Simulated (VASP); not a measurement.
Wanted: the native input for a VASP 6.6.1 run.

```yaml
Task: single point
Functional: r2SCAN
Potentials_or_basis: VASP PAW PBE potentials, release 64 (Fe)
Cutoff: 520 eV
k_mesh: 16 × 16 × 16
Occupations: gaussian, width 0.3 eV
Spin: no spin polarisation
Dipole_correction: no
Further_INCAR_settings: ALGO = Normal; EDIFF = 1e-07; NBANDS = 10
```

Crystal: Fe.

```xyz
1
Lattice="-1.3650 1.3650 1.3650 1.3650 -1.3650 1.3650 1.3650 1.3650 -1.3650" Properties=species:S:1:pos:R:3 pbc="T T T"
Fe    0.0000    0.0000    0.0000
```

One way to write it, as run:

POSCAR

```
Fe
1.0
   -1.3650158294      1.3650158294      1.3650158294
    1.3650158294     -1.3650158294      1.3650158294
    1.3650158294      1.3650158294     -1.3650158294
Fe
1
Direct
    0.0000000000      0.0000000000      0.0000000000
```

INCAR.step1

```
SYSTEM = Fe
PREC = Accurate ; ENCUT = 520
ISMEAR = 0 ; SIGMA = 0.3
LREAL = .FALSE. ; LASPH = .TRUE.
NELM = 60 ; NBANDS = 10
GGA = PE ; ALGO = Normal
EDIFF = 1E-4 ; LWAVE = .TRUE.
LCHARG = .FALSE.
```

INCAR.step2

```
SYSTEM = Fe
PREC = Accurate ; ENCUT = 520
EDIFF = 1E-7 ; ISMEAR = 0
SIGMA = 0.3 ; LREAL = .FALSE.
LASPH = .TRUE. ; NELM = 60
ALGO = Normal ; ISIF = 2
LWAVE = .FALSE. ; LCHARG = .FALSE.
METAGGA = R2SCAN ; LMIXTAU = .TRUE.
NBANDS = 10 ; ISTART = 1
```

KPOINTS

```
regular mesh
0
G
  16 16 16
  0 0 0
```

Potentials or basis: VASP PAW PBE potentials, release 64 (Fe).

The run is started by

```sh
$ cat potpaw_PBE.64/Fe/POTCAR > POTCAR
$ cp INCAR.step1 INCAR
$ mpirun -np 1 vasp_std > vasp.out
$ cp INCAR.step2 INCAR
$ mpirun -np 1 vasp_std > vasp.out
```

It gave:

```
Pressure               : 1.1 GPa
Band gap on the k mesh : zero (band 4 reaches 7.99 eV, above the bottom of band 5 at 5.87 eV)
```

Caveat: the PAW data sets were made with another functional, which shifts forces and pressure a little; the run has no spin polarisation, though such a crystal can be magnetic.

It took 98 s on 1 thread of Intel Xeon 8259CL, with other jobs on the host, peak memory 0.13 GiB.
